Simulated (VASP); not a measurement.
# Sc: single point with BLYP

Crystal: Sc.

```
CELL_PARAMETERS angstrom
3.35466 0.00000 0.00000
-1.67733 2.90522 0.00000
0.00000 0.00000 10.69351
ATOMIC_POSITIONS crystal
Sc 0.00000 0.00000 0.00000
Sc 0.00000 0.00000 0.50000
Sc 0.33333 0.66667 0.25000
Sc 0.66667 0.33333 0.75000
```

```json
{
  "Program": "VASP 6.6.1",
  "Task": "single point",
  "Functional": "BLYP",
  "Potentials or basis": "VASP PAW PBE potentials, release 64 (Sc_sv)",
  "Cutoff": "520 eV",
  "k mesh": "12 × 12 × 4",
  "Occupations": "fermi-dirac, width 0.1 eV",
  "Spin": "no spin polarisation"
}
```

```yaml
Pressure: -1.8 GPa
Band_gap_on_the_k_mesh: zero (bands 22 and 23 overlap by 1.08 eV)
```

Levels at points of the mesh, in eV from the Fermi level:
```tsv
k point	band 19	band 20	band 21	band 22	band 23	band 24	band 25	band 26
(0.00, 0.00, 0.00)	-3.50	-1.62	0.48	0.75	0.80	1.30	1.30	1.32
(0.50, 0.00, 0.00)	-1.11	-1.11	-0.48	-0.30	-0.29	0.19	0.78	1.19
(0.00, 0.00, 0.50)	-2.21	-2.21	0.43	0.43	1.29	1.29	1.39	1.39
(0.50, 0.00, 0.50)	-1.21	-1.21	-0.42	-0.42	0.01	0.01	1.13	1.13
```

Wall time 3.4 min on 1 thread of Intel(R) Xeon(R) Platinum 8488C (Sapphire Rapids), with other jobs on the host, peak memory 0.3 GiB.

Caveat: the PAW data sets were made with another functional, which shifts forces and pressure a little.
